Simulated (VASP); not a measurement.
# MgO (I4/mmm) in VASP: notebook, part 2 of 2

VASP 6.6.1.

## Step 5: Single point, r2SCAN (uniaxial strain along c: -2.0 %, then relaxed in part)

The input, POSCAR:

```
MgO
1.0
    2.1125007393      2.1125007393      0.0000000000
   -2.1125007393      2.1125007393      0.0000000000
    0.0000000000      0.0000000000      4.1203138662
Mg O
2 2
Direct
    0.0000000000      0.0000000000      0.0000000000
    0.5000000000      0.5000000000      0.5000000000
    0.5000000000      0.5000000000      0.0000000000
    0.0000000000      0.0000000000      0.5000000000
```

The input, INCAR.step1:

```
ALGO     = Normal         # electronic algorithm
EDIFF    = 1E-4           # SCF threshold, eV
ENCUT    = 520            # plane-wave cutoff, eV
GGA      = PE             # functional
ISMEAR   = 0              # smearing method
LASPH    = True           # aspherical terms in the spheres
LCHARG   = False          # write CHGCAR
LREAL    = False          # projectors in reciprocal space
LWAVE    = True           # write WAVECAR
NBANDS   = 16             # bands
NELM     = 80             # most SCF steps
PREC     = Accurate       # precision mode
SIGMA    = 0.02           # smearing width, eV
```

The input, INCAR.step2:

```
ALGO     = Normal         # electronic algorithm
EDIFF    = 1E-6           # SCF threshold, eV
ENCUT    = 520            # plane-wave cutoff, eV
ISIF     = 2              # what is computed and relaxed
ISMEAR   = 0              # smearing method
ISTART   = 1            
LASPH    = True           # aspherical terms in the spheres
LCHARG   = True           # write CHGCAR
LELF     = True           # ELF
LMIXTAU  = True         
LREAL    = False          # projectors in reciprocal space
LVHAR    = True         
LWAVE    = False          # write WAVECAR
METAGGA  = R2SCAN         # meta-GGA
NBANDS   = 16             # bands
NELM     = 80             # most SCF steps
PREC     = Accurate       # precision mode
SIGMA    = 0.02           # smearing width, eV
```

The input, KPOINTS:

```
k-points
0
Gamma
  8 8 6
```

Potentials or basis: VASP PAW PBE potentials, release 64 (Mg, O).

Run with:

```sh
$ cat potpaw_PBE.64/Mg/POTCAR potpaw_PBE.64/O/POTCAR > POTCAR
$ cp INCAR.step1 INCAR
$ mpirun -np 1 vasp_std > vasp.out
$ cp INCAR.step2 INCAR
$ mpirun -np 1 vasp_std > vasp.out
```

OUTCAR:

```text
EDIFF = 1E-6
   ENCUT = 520
   ISIF = 2
   ISMEAR = 0
   ISTART = 1
   LASPH = True
   LREAL = False
   METAGGA = R2SCAN
   NELM = 80
   PREC = Accurate

 ion  position               nearest neighbor table
   1  0.000  0.000  0.000-   4 2.06   4 2.06   3 2.11   3 2.11   3 2.11   3 2.11   2 2.95   2 2.95
                             2 2.95   2 2.95   2 2.95   2 2.95   2 2.95   2 2.95
   2  0.500  0.500  0.500-   3 2.06   3 2.06   4 2.11   4 2.11   4 2.11   4 2.11   1 2.95   1 2.95
                             1 2.95   1 2.95   1 2.95   1 2.95   1 2.95   1 2.95
   3  0.500  0.500  0.000-   2 2.06   2 2.06   1 2.11   1 2.11   1 2.11   1 2.11
   4  0.000  0.000  0.500-   1 2.06   1 2.06   2 2.11   2 2.11   2 2.11   2 2.11

  LATTYP: Found a simple tetragonal cell.
 ALAT       =     2.9875271960
 C/A-ratio  =     1.3791720027

  Lattice vectors:

 A1 = (   2.1125007393,   2.1125007393,   0.0000000000)
 A2 = (  -2.1125007393,   2.1125007393,   0.0000000000)
 A3 = (   0.0000000000,   0.0000000000,   4.1203138662)

Analysis of symmetry for initial positions (statically):
=====================================================================
 Subroutine PRICEL returns following result:

  LATTYP: Found a body centered tetragonal cell.
 ALAT       =     2.9875271960
 C/A-ratio  =     1.3791720027

  Lattice vectors:

 A1 = (   0.0000000000,  -2.1125007393,  -2.0601569331)
 A2 = (   0.0000000000,   2.1125007393,  -2.0601569331)
 A3 = (   2.1125007393,   0.0000000000,   2.0601569331)

   2 primitive cells build up your supercell.

 Routine SETGRP: Setting up the symmetry group for a
 simple tetragonal supercell.

 Subroutine GETGRP returns: Found 16 space group operations
 (whereof 16 operations were pure point group operations)
 out of a pool of 16 trial point group operations.

The static configuration has the point symmetry D_4h.

Analysis of symmetry for dynamics (positions and initial velocities):
[... 142 lines left out ...]
     AMIX_MAG =   1.60;   BMIX_MAG =  1.00
  volume/ion in A,a.u.               =       9.19        62.04
  Fermi-wavevector in a.u.,A,eV,Ry     =   1.240500  2.344205 20.937197  1.538841
  Thomas-Fermi vector in A             =   2.374938
   LORBIT       =      0    0 simple, 1 ext, 2 COOP (PROOUT), +10 PAW based schemes
   METAGGA = R2SCAN    functional components
   LHFCALC =     F    Hartree Fock is set to
   AEXX    =    0.0000 exact exchange contribution
   IVDW    =     0    specifies the selected vdW correction
   LEPSILON=     F    determine dielectric tensor
   LRPA    =     F    only Hartree local field effects (RPA)
 non-spin polarized calculation
 Gauss-broadening in eV      SIGMA  =   0.02
  energy-cutoff  :      520.00
  volume of cell :       36.78
 maximum number of plane-waves:      1015
 NGX is ok and might be reduce to    24
   NGX = 11   NGY = 11   NGZ = 15

 number of electron      16.0000004 magnetization

 Free energy of the ion-electron system (eV)
  ---------------------------------------------------
  ext. energy  EPLUGINS =         0.00000000
  ---------------------------------------------------
  free energy    TOTEN  =       -32.31126006 eV

  energy without entropy =      -32.31126006  energy(sigma->0) =      -32.31126006

 E-fermi :   3.0273     XC(G=0): -11.6759

 val. band max:        2.9109014096   @ k =   0.0000   0.0000   0.0000
 cond. band min:       8.6532544743   @ k =   0.0000   0.0000   0.0000
 fundamental gap:      5.7423530647
 Fermi energy:         3.0273149179

 k-point     1 :       0.0000    0.0000    0.0000
  band No.  band energies     occupation
      1     -15.3910      2.00000
      2     -13.8036      2.00000
      3      -1.2107      2.00000
      4       1.4213      2.00000
      5       1.4213      2.00000
      6       2.8539      2.00000
[... 433 lines left out ...]
      3      -0.9540      2.00000
      4      -0.9540      2.00000
      5       1.2319      2.00000
      6       1.2319      2.00000
[... 8 lines left out ...]
     15      21.2733      0.00000
     16      21.2733      0.00000

 [... further k-points ...]

------------------------ aborting loop because EDIFF is reached ----------------------------------------

  FORCE on cell =-STRESS in cart. coord.  units (eV):
  Direction    XX          YY          ZZ          XY          YZ          ZX
  --------------------------------------------------------------------------------------
  -------------------------------------------------------------------------------------
  Total       -0.2612805     -0.2612805      1.1132835      0.0000000      0.0000000     -0.0000000
  in kB      -11.3831801    -11.3831801     48.5022997      0.0000000      0.0000000     -0.0000000
  external PRESSURE =       8.5786465 kB  Pullay stress =       0.0000000 kB

 VOLUME and BASIS-vectors are now :
 -----------------------------------------------------------------------------
  energy-cutoff  :      520.00
  volume of cell :       36.78
      direct lattice vectors                 reciprocal lattice vectors
     2.112500739  2.112500739  0.000000000     0.236686308  0.236686308  0.000000000
    -2.112500739  2.112500739  0.000000000    -0.236686308  0.236686308  0.000000000
     0.000000000  0.000000000  4.120313866     0.000000000  0.000000000  0.242699957

 POSITION                                       TOTAL-FORCE (eV/Angst)
 -----------------------------------------------------------------------------------
      0.00000      0.00000      0.00000        -0.000000     -0.000000     -0.000000
      0.00000      2.11250      2.06016         0.000000      0.000000     -0.000000
      0.00000      2.11250      0.00000        -0.000000     -0.000000      0.000000
      0.00000      0.00000      2.06016         0.000000      0.000000     -0.000000
 -----------------------------------------------------------------------------------
    total drift:                                0.000000     -0.000000     -0.000000

  FREE ENERGIE OF THE ION-ELECTRON SYSTEM (eV)
  ---------------------------------------------------
  free  energy   TOTEN  =       -32.3112600623 eV

  energy  without entropy=      -32.3112600623  energy(sigma->0) =      -32.31126006
```

OSZICAR.step1:

```text
N       E                     dE             d eps       ncg     rms          rms(c)
DAV:   1     0.478722812831E+02    0.47872E+02   -0.81375E+03  2096   0.904E+02
DAV:   2    -0.243383503983E+02   -0.72211E+02   -0.67388E+02  2568   0.196E+02
DAV:   3    -0.269061254524E+02   -0.25678E+01   -0.25633E+01  2184   0.351E+01
DAV:   4    -0.269141442406E+02   -0.80188E-02   -0.80185E-02  2440   0.231E+00
DAV:   5    -0.269141763766E+02   -0.32136E-04   -0.32136E-04  2200   0.144E-01    0.102E+01
DAV:   6    -0.238069800095E+02    0.31072E+01   -0.78702E+00  1920   0.224E+01    0.306E+00
DAV:   7    -0.237905655468E+02    0.16414E-01   -0.14079E-01  1952   0.301E+00    0.194E+00
DAV:   8    -0.237808566329E+02    0.97089E-02   -0.58589E-02  2008   0.273E+00    0.426E-01
DAV:   9    -0.237793837362E+02    0.14729E-02   -0.10744E-03  2456   0.320E-01    0.210E-01
DAV:  10    -0.237792470553E+02    0.13668E-03   -0.16350E-03  2072   0.321E-01    0.409E-02
DAV:  11    -0.237792360838E+02    0.10972E-04   -0.32926E-05  1120   0.567E-02
   1 F= -.23779236E+02 E0= -.23779236E+02  d E =-.992639E-45
```

It took 2.5 min on 1 thread of Intel Xeon 8259CL, shared host; peak memory 0.18 GiB.

What came out:

| Property | Result |
| --- | --- |
| Free energy | -32.3113 eV |
| Pressure | 0.9 GPa |
| Band gap on the k mesh | 5.74 eV |

Stress tensor (GPa, compression positive):
```
-1.14  0.00  0.00
 0.00 -1.14  0.00
 0.00  0.00  4.85
```

Levels at points of the mesh, in eV from the valence-band top:
```tsv
k point	band 6	band 7	band 8	band 9	band 10	band 11
(0.00, 0.00, 0.00)	-0.06	0.00	0.00	5.74	9.85	11.20
(0.50, 0.00, 0.00)	-2.06	-0.74	-0.74	10.55	10.55	13.07
(0.50, 0.50, 0.00)	-1.46	-1.30	-1.30	10.13	10.13	11.24
(0.00, 0.00, 0.50)	-0.82	-0.82	-0.82	9.15	9.15	12.05
(0.50, 0.00, 0.50)	-0.74	-0.68	-0.68	8.88	8.88	13.97
(0.50, 0.50, 0.50)	-3.01	-1.91	-1.91	12.81	12.81	12.81
```

Caveat: the cell differs from its parent crystal (uniaxial strain along c: -2.0 %, then relaxed in part); the PAW data sets were made with another functional, which shifts forces and pressure a little.

## Step 6: Single point, r2SCAN (uniaxial strain along c: -2.0 %)

POSCAR: that of step 5 with these lines changed.

```diff
@@ -2,4 +2,4 @@
 1.0
-    2.1125007393      2.1125007393      0.0000000000
-   -2.1125007393      2.1125007393      0.0000000000
+    2.1127119569      2.1127119569      0.0000000000
+   -2.1127119569      2.1127119569      0.0000000000
     0.0000000000      0.0000000000      4.1203138662
```

The input, INCAR.step1:

```
ALGO = Normal
EDIFF = 1E-4
ENCUT = 520
GGA = PE
ISMEAR = 0
LASPH = True
LCHARG = False
LREAL = False
LWAVE = True
NBANDS = 16
NELM = 60
PREC = Accurate
SIGMA = 0.02
```

The input, INCAR.step2:

```
ALGO = Normal
EDIFF = 1E-6
ENCUT = 520
ISIF = 2
ISMEAR = 0
ISTART = 1
LASPH = True
LCHARG = False
LMIXTAU = True
LREAL = False
LWAVE = False
METAGGA = R2SCAN
NBANDS = 16
NELM = 60
PREC = Accurate
SIGMA = 0.02
```

KPOINTS is that of step 5.

Potentials or basis: VASP PAW PBE potentials, release 64 (Mg, O).

Run with:

```sh
$ cat potpaw_PBE.64/Mg/POTCAR potpaw_PBE.64/O/POTCAR > POTCAR
$ cp INCAR.step1 INCAR
$ mpirun -np 1 vasp_std > vasp.out
$ cp INCAR.step2 INCAR
$ mpirun -np 1 vasp_std > vasp.out
```

It took 2.6 min on 1 thread of Intel Xeon 8259CL, shared host; peak memory 0.18 GiB.

Results (log left out):

* Free energy: -32.3112 eV
* Pressure: 0.8 GPa
* Band gap on the k mesh: 5.74 eV

Stress tensor (GPa, compression positive):
```
-1.18  0.00  0.00
 0.00 -1.18  0.00
 0.00  0.00  4.83
```

Levels at points of the mesh, in eV from the valence-band top:
| k point | band 6 | band 7 | band 8 | band 9 | band 10 | band 11 |
| --- | --- | --- | --- | --- | --- | --- |
| (0.00, 0.00, 0.00) | -0.06 | 0.00 | 0.00 | 5.74 | 9.85 | 11.20 |
| (0.50, 0.00, 0.00) | -2.06 | -0.74 | -0.74 | 10.55 | 10.55 | 13.07 |
| (0.50, 0.50, 0.00) | -1.46 | -1.30 | -1.30 | 10.13 | 10.13 | 11.24 |
| (0.00, 0.00, 0.50) | -0.82 | -0.82 | -0.82 | 9.15 | 9.15 | 12.05 |
| (0.50, 0.00, 0.50) | -0.74 | -0.68 | -0.68 | 8.88 | 8.88 | 13.97 |
| (0.50, 0.50, 0.50) | -3.01 | -1.91 | -1.91 | 12.81 | 12.81 | 12.81 |

Caveat: the cell differs from its parent crystal (uniaxial strain along c: -2.0 %); the PAW data sets were made with another functional, which shifts forces and pressure a little.
